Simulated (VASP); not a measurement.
# GaSb (P4/mmm) in VASP: single point with PBE

Aim: the single point of GaSb with PBE.

Program: VASP 6.6.1. These are calculated values, not measurements. Logs are shortened: lines on timing, memory, paths and dates and some standing lists are left out, and cuts for length are marked.

**1. The cell of the first run**

The structure is tetragonal, space group P4/mmm (No. 123). The conventional cell has a = 4.131 Å, b = 4.131 Å, c = 2.945 Å, α = 90.00°, β = 90.00°, γ = 90.00°. Within 3.8 Å of Ga (site symmetry 4/mmm) lie 4 Sb at 2.92 Å and 2 Ga at 2.95 Å. Within 3.8 Å of Sb (site symmetry 4/mmm) lie 4 Ga at 2.92 Å and 2 Sb at 2.95 Å.

**2. Single point, PBE**

File INCAR:

```
SYSTEM = GaSb
  PREC = Accurate
  ENCUT = 500
  EDIFF = 1E-6
  ISMEAR = 0
  SIGMA = 0.2
  LREAL = .False.
  LASPH = .True.
  NELM = 120
  ALGO = Normal
  ISIF = 2
  LWAVE = .False.
  LCHARG = .False.
  GGA = PE
  NBANDS = 16
  GGA_COMPAT = .False.
```

File KPOINTS:

```
regular mesh
0
Gamma
  5 5 6
  0 0 0
```

File POSCAR:

```
GaSb
1.0
    4.1310141719      0.0000000000      0.0000000000
    0.0000000000      4.1310141719      0.0000000000
    0.0000000000      0.0000000000      2.9453328236
Ga Sb
1 1
Direct
    0.5000000000      0.5000000000      0.5000000000
    0.0000000000      0.0000000000      0.5000000000
```

Potentials or basis: VASP PAW PBE potentials, release 64 (Ga_d, Sb).

The run is started by

```bash
cat potpaw_PBE.64/Ga_d/POTCAR potpaw_PBE.64/Sb/POTCAR > POTCAR
mpirun -np 1 vasp_std > vasp.out
```

OUTCAR:

```text
SYSTEM = GaSb
   PREC = Accurate
   ENCUT = 500
   EDIFF = 1E-6
   ISMEAR = 0
   LREAL = .False.
   LASPH = .True.
   NELM = 120
   ISIF = 2
   GGA = PE

 ion  position               nearest neighbor table
   1  0.500  0.500  0.500-   2 2.92   2 2.92   2 2.92   2 2.92
   2  0.000  0.000  0.500-   1 2.92   1 2.92   1 2.92   1 2.92

  LATTYP: Found a simple tetragonal cell.
 ALAT       =     4.1310141719
 C/A-ratio  =     0.7129805663

  Lattice vectors:

 A1 = (   4.1310141719,   0.0000000000,   0.0000000000)
 A2 = (   0.0000000000,   4.1310141719,   0.0000000000)
 A3 = (   0.0000000000,   0.0000000000,   2.9453328236)

Analysis of symmetry for initial positions (statically):
=====================================================================
 Subroutine PRICEL returns:
 Original cell was already a primitive cell.

 Routine SETGRP: Setting up the symmetry group for a
 simple tetragonal supercell.

 Subroutine GETGRP returns: Found 16 space group operations
 (whereof 16 operations were pure point group operations)
 out of a pool of 16 trial point group operations.

The static configuration has the point symmetry D_4h.

Analysis of symmetry for dynamics (positions and initial velocities):
=====================================================================
 Subroutine PRICEL returns:
 Original cell was already a primitive cell.

 Routine SETGRP: Setting up the symmetry group for a
 simple tetragonal supercell.

 Subroutine GETGRP returns: Found 16 space group operations
 (whereof 16 operations were pure point group operations)
 out of a pool of 16 trial point group operations.

The dynamic configuration has the point symmetry D_4h.

 Subroutine INISYM returns: Found 16 space group operations
 (whereof 16 operations are pure point group operations),
 and found     1 'primitive' translations

----------------------------------------------------------------------------------------

                                     Primitive cell

  volume of cell :      50.2629

  direct lattice vectors                    reciprocal lattice vectors
     4.131014172  0.000000000  0.000000000     0.242071307  0.000000000  0.000000000
     0.000000000  4.131014172  0.000000000     0.000000000  0.242071307  0.000000000
     0.000000000  0.000000000  2.945332824     0.000000000  0.000000000  0.339520204

  length of vectors
     4.131014172  4.131014172  2.945332824     0.242071307  0.242071307  0.339520204

  position of ions in fractional coordinates (direct lattice)
     0.500000000  0.500000000  0.500000000
     0.000000000  0.000000000  0.500000000

  ion indices of the primitive-cell ions
   primitive index   ion index
                 1           1
                 2           2

----------------------------------------------------------------------------------------

 KPOINTS: regular mesh

Automatic generation of k-mesh.
 Grid dimensions read from file:
 generate k-points for:    5    5    6

 Generating k-lattice:

  Cartesian coordinates                     Fractional coordinates (reciprocal lattice)
     0.048414261  0.000000000  0.000000000     0.200000000  0.000000000  0.000000000
     0.000000000  0.048414261  0.000000000     0.000000000  0.200000000  0.000000000
     0.000000000  0.000000000  0.056586701     0.000000000  0.000000000  0.166666667

  Length of vectors
     0.048414261  0.048414261  0.056586701

  Shift w.r.t. Gamma in fractional coordinates (k-lattice)
     0.000000000  0.000000000  0.000000000

 Subroutine IBZKPT returns following result:
 ===========================================

 Found     24 irreducible k-points:

 Following reciprocal coordinates:
            Coordinates               Weight
  0.000000  0.000000  0.000000      1.000000
  0.200000  0.000000  0.000000      4.000000
  0.400000  0.000000  0.000000      4.000000
  0.200000  0.200000  0.000000      4.000000
  0.400000  0.200000  0.000000      8.000000
  0.400000  0.400000  0.000000      4.000000
[... 16 lines left out ...]
  0.400000  0.200000  0.500000      8.000000
  0.400000  0.400000  0.500000      4.000000
   k-points           NKPTS =     24   k-points in BZ     NKDIM =     24   number of bands    NBANDS=     16
   number of dos      NEDOS =    301   number of ions     NIONS =      2
   total plane-waves  NPLWV =  21600
   dimension x,y,z NGX =    30 NGY =   30 NGZ =   24
   dimension x,y,z NGXF=    60 NGYF=   60 NGZF=   48
   ions per type =               1   1
   NGX,Y,Z   is equivalent  to a cutoff of  12.07, 12.07, 13.55 a.u.
   NGXF,Y,Z  is equivalent  to a cutoff of  24.15, 24.15, 27.09 a.u.
 SYSTEM =  GaSb
   PREC   = accura    normal or accurate (medium, high low for compatibility)
   ISTART =      0    job   : 0-new  1-cont  2-samecut
   ICHARG =      2    charge: 1-file 2-atom 10-const
   ISPIN  =      1    spin polarized calculation?
   LNONCOLLINEAR =      F non collinear calculations
   LSORBIT =      F    spin-orbit coupling
   LASPH  =      T    aspherical Exc in radial PAW
   ENCUT  =  500.0 eV  36.75 Ry    6.06 a.u.   7.53  7.53  5.37*2*pi/ulx,y,z
   NELM   =    120;   NELMIN=  2; NELMDL= -5     # of ELM steps
   EDIFF  = 0.1E-05   stopping-criterion for ELM
   LREAL  =      F    real-space projection
   EDIFFG = 0.1E-04   stopping-criterion for IOM
   NSW    =      0    number of steps for IOM
   IBRION =     -1    ionic relax: 0-MD 1-quasi-New 2-CG
   NFREE  =      0    steps in history (QN), initial steepest desc. (CG)
   ISIF   =      2    stress and relaxation
   ISYM   =      2    0-nonsym 1-usesym 2-fastsym
   POTIM  = 0.5000    time-step for ionic-motion
   TEBEG  =    0.0;   TEEND  =   0.0 temperature during run
   PSTRESS=    0.0 pullay stress
   NELECT =      18.0000    total number of electrons
   NUPDOWN=      -1.0000    fix difference up-down
   EMIN   =  10.00;   EMAX   =-10.00  energy-range for DOS
   EFERMI =   0.00;   METHOD = LEGACY
   ISMEAR =     0;   SIGMA  =   0.20  broadening in eV -4-tet -1-fermi 0-gaus
   EFERMI_NEDOS =   21; number of points for ismear=-14 and -15
   IALGO  =     38    algorithm
   IMIX   =      4    mixing-type and parameters
     AMIX     =   0.40;   BMIX     =  1.00
     AMIX_MAG =   1.60;   BMIX_MAG =  1.00
  volume/ion in A,a.u.               =      25.13       169.60
  Fermi-wavevector in a.u.,A,eV,Ry     =   1.162563  2.196925 18.388984  1.351552
  Thomas-Fermi vector in A             =   2.299122
   LORBIT       =      0    0 simple, 1 ext, 2 COOP (PROOUT), +10 PAW based schemes
   GGA     = PE    functional components
   LHFCALC =     F    Hartree Fock is set to
   AEXX    =    0.0000 exact exchange contribution
   IVDW    =     0    specifies the selected vdW correction
   LEPSILON=     F    determine dielectric tensor
   LRPA    =     F    only Hartree local field effects (RPA)
 non-spin polarized calculation
 Gauss-broadening in eV      SIGMA  =   0.20
  energy-cutoff  :      500.00
  volume of cell :       50.26
 maximum number of plane-waves:      1295
 NGX is ok and might be reduce to    30
   NGX = 15   NGY = 15   NGZ = 11

 number of electron      17.9999996 magnetization

 Free energy of the ion-electron system (eV)
  ---------------------------------------------------
  ext. energy  EPLUGINS =         0.00000000
  ---------------------------------------------------
  free energy    TOTEN  =        -7.01123229 eV

  energy without entropy =       -6.99942948  energy(sigma->0) =       -7.00533089

 E-fermi :   6.1390     XC(G=0): -10.0020

 val. band max:        6.1316319596   @ k =   0.0000   0.0000   0.5000
 cond. band min:       6.2900659173   @ k =   0.4000   0.2000   0.3333
 fundamental gap:      0.1584339577
 Fermi energy:         6.1390446902

 k-point     1 :       0.0000    0.0000    0.0000
  band No.  band energies     occupation
      1      -8.8718      2.00000
      2      -8.7403      2.00000
      3      -8.7323      2.00000
      4      -8.6639      2.00000
      5      -8.6639      2.00000
      6      -5.7585      2.00000
[... 8 lines left out ...]
     15      15.0115      0.00000
     16      16.9043      0.00000

 k-point     2 :       0.2000    0.0000    0.0000
  band No.  band energies     occupation
      1      -8.8670      2.00000
      2      -8.7474      2.00000
      3      -8.7281      2.00000
      4      -8.6651      2.00000
      5      -8.6639      2.00000
      6      -5.4846      2.00000
[... 8 lines left out ...]
     15      16.4935      0.00000
     16      17.4967      0.00000

 k-point     3 :       0.4000    0.0000    0.0000
  band No.  band energies     occupation
      1      -8.8598      2.00000
      2      -8.7588      2.00000
      3      -8.7212      2.00000
      4      -8.6669      2.00000
      5      -8.6639      2.00000
      6      -4.8414      2.00000
[... 8 lines left out ...]
     15      16.2046      0.00000
     16      18.0768      0.00000

 k-point     4 :       0.2000    0.2000    0.0000
  band No.  band energies     occupation
      1      -8.8631      2.00000
      2      -8.7586      2.00000
      3      -8.7234      2.00000
      4      -8.6651      2.00000
      5      -8.6648      2.00000
      6      -5.2114      2.00000
[... 8 lines left out ...]
     15      16.1366      0.00000
     16      16.6084      0.00000

 k-point     5 :       0.4000    0.2000    0.0000
  band No.  band energies     occupation
      1      -8.8572      2.00000
      2      -8.7763      2.00000
      3      -8.7157      2.00000
      4      -8.6666      2.00000
      5      -8.6647      2.00000
      6      -4.5879      2.00000
[... 8 lines left out ...]
     15      16.4258      0.00000
     16      18.3228      0.00000

 k-point     6 :       0.4000    0.4000    0.0000
  band No.  band energies     occupation
      1      -8.8531      2.00000
      2      -8.8031      2.00000
      3      -8.7067      2.00000
      4      -8.6662      2.00000
      5      -8.6661      2.00000
      6      -4.0640      2.00000
[... 8 lines left out ...]
     15      16.6850      0.00000
     16      18.1950      0.00000

 k-point     7 :       0.0000    0.0000    0.1667
  band No.  band energies     occupation
      1      -8.8166      2.00000
      2      -8.7371      2.00000
      3      -8.7284      2.00000
      4      -8.6882      2.00000
      5      -8.6882      2.00000
      6      -5.2846      2.00000
[... 8 lines left out ...]
     15      15.3734      0.00000
     16      16.5626      0.00000

 k-point     8 :       0.2000    0.0000    0.1667
  band No.  band energies     occupation
      1      -8.8112      2.00000
      2      -8.7439      2.00000
      3      -8.7243      2.00000
      4      -8.6902      2.00000
      5      -8.6881      2.00000
      6      -5.0104      2.00000
[... 8 lines left out ...]
     15      17.6730      0.00000
     16      17.6919      0.00000

 k-point     9 :       0.4000    0.0000    0.1667
  band No.  band energies     occupation
      1      -8.8031      2.00000
      2      -8.7548      2.00000
      3      -8.7173      2.00000
      4      -8.6936      2.00000
      5      -8.6879      2.00000
      6      -4.3657      2.00000
[... 8 lines left out ...]
     15      18.4278      0.00000
     16      18.5743      0.00000
[... 172 lines left out ...]
 k-point    19 :       0.0000    0.0000    0.5000
  band No.  band energies     occupation
      1      -8.7593      2.00000
      2      -8.7593      2.00000
      3      -8.7275      2.00000
      4      -8.7168      2.00000
      5      -8.6530      2.00000
      6      -2.5834      2.00000
[... 8 lines left out ...]
     15      14.1243      0.00000
     16      14.6111      0.00000

 k-point    20 :       0.2000    0.0000    0.5000
  band No.  band energies     occupation
      1      -8.7632      2.00000
      2      -8.7591      2.00000
      3      -8.7333      2.00000
      4      -8.7135      2.00000
      5      -8.6456      2.00000
      6      -2.3086      2.00000
[... 8 lines left out ...]
     15      13.2019      0.00000
     16      13.7992      0.00000

 k-point    21 :       0.4000    0.0000    0.5000
  band No.  band energies     occupation
      1      -8.7695      2.00000
      2      -8.7588      2.00000
      3      -8.7427      2.00000
      4      -8.7089      2.00000
      5      -8.6331      2.00000
      6      -1.6463      2.00000
[... 8 lines left out ...]
     15      13.3005      0.00000
     16      14.2043      0.00000

 k-point    22 :       0.2000    0.2000    0.5000
  band No.  band energies     occupation
      1      -8.7634      2.00000
      2      -8.7618      2.00000
      3      -8.7402      2.00000
      4      -8.7093      2.00000
      5      -8.6396      2.00000
      6      -2.0318      2.00000
[... 8 lines left out ...]
     15      14.4585      0.00000
     16      14.7327      0.00000

 k-point    23 :       0.4000    0.2000    0.5000
  band No.  band energies     occupation
      1      -8.7683      2.00000
      2      -8.7616      2.00000
      3      -8.7512      2.00000
      4      -8.7035      2.00000
      5      -8.6292      2.00000
      6      -1.3774      2.00000
[... 8 lines left out ...]
     15      14.3128      0.00000
     16      16.2214      0.00000

 k-point    24 :       0.4000    0.4000    0.5000
  band No.  band energies     occupation
      1      -8.7665      2.00000
      2      -8.7659      2.00000
      3      -8.7647      2.00000
      4      -8.6956      2.00000
      5      -8.6221      2.00000
      6      -0.7898      2.00000
[... 8 lines left out ...]
     15      16.8330      0.00000
     16      19.3211      0.00000

------------------------ aborting loop because EDIFF is reached ----------------------------------------

  FORCE on cell =-STRESS in cart. coord.  units (eV):
  Direction    XX          YY          ZZ          XY          YZ          ZX
  --------------------------------------------------------------------------------------
  -------------------------------------------------------------------------------------
  Total       -0.0000319     -0.0000319      0.0184445      0.0000000      0.0000000      0.0000000
  in kB       -0.0010168     -0.0010168      0.5879354      0.0000000      0.0000000      0.0000000
  external PRESSURE =       0.1953006 kB  Pullay stress =       0.0000000 kB

 VOLUME and BASIS-vectors are now :
 -----------------------------------------------------------------------------
  energy-cutoff  :      500.00
  volume of cell :       50.26
      direct lattice vectors                 reciprocal lattice vectors
     4.131014172  0.000000000  0.000000000     0.242071307  0.000000000  0.000000000
     0.000000000  4.131014172  0.000000000     0.000000000  0.242071307  0.000000000
     0.000000000  0.000000000  2.945332824     0.000000000  0.000000000  0.339520204

 POSITION                                       TOTAL-FORCE (eV/Angst)
 -----------------------------------------------------------------------------------
      2.06551      2.06551      1.47267         0.000000      0.000000      0.000000
      0.00000      0.00000      1.47267         0.000000      0.000000      0.000000
 -----------------------------------------------------------------------------------
    total drift:                                0.000000      0.000000      0.000000

  FREE ENERGIE OF THE ION-ELECTRON SYSTEM (eV)
  ---------------------------------------------------
  free  energy   TOTEN  =        -7.0112322924 eV

  energy  without entropy=       -6.9994294827  energy(sigma->0) =       -7.00533089
```

Wall time 24 s (1 thread of Intel Xeon 8259CL, shared host); peak memory 0.16 GiB.

What came out:

```
Free energy            : -7.0112 eV
Pressure               : 0.0 GPa
Band gap on the k mesh : zero (band 9 reaches 7.04 eV, above the bottom of band 10 at 4.82 eV)
```

Levels at points of the mesh, in eV from the Fermi level:
```
           k point  band 5  band 6  band 7  band 8  band 9  band 10  band 11  band 12  band 13  band 14
(0.00, 0.00, 0.00)  -14.80  -11.90   -4.28   -2.43   -2.43     2.99     5.20     5.93     5.93     8.63
(0.00, 0.00, 0.50)  -14.79   -8.72   -5.30   -0.49   -0.01    -0.01     0.60     6.06     6.06     6.10
```

Caveat: spin-orbit coupling is left out, which moves the levels of the heavy elements.
